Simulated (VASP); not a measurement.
Runs of VASP 6.6.1 on Zn. The structure is that of space group Im-3m (No. 229), or close to it. The cells are those of the table. 

```csv
task,cell,cutoff (eV),gap on the mesh (eV),pressure (GPa),relaxed volume (Å³/atom)
single point,"a = 2.733 Å, angles 109.5°, 1 atom",520,none,(a),-
single point,"a = 2.712 Å, angles 109.5°, 1 atom",520,none,0.3,-
relaxation of cell and atoms,"relaxed from a = 2.712 Å, angles 109.5°, 1 atom",600,none,0.0,15.41
relaxation of cell and atoms,"relaxed from a = 2.700 Å, angles 109.5°, 1 atom",600,none,0.0,15.42
```

Alike in all rows: level PBE; potentials or basis VASP PAW PBE potentials, release 64 (Zn); no spin polarisation; k mesh 18 × 18 × 18; smearing fermi-dirac 0.05 eV.

Question: Fill in the values left out.

Answer: (a) -1.1.

A gap of «none» marks levels without a gap at the run's occupations.
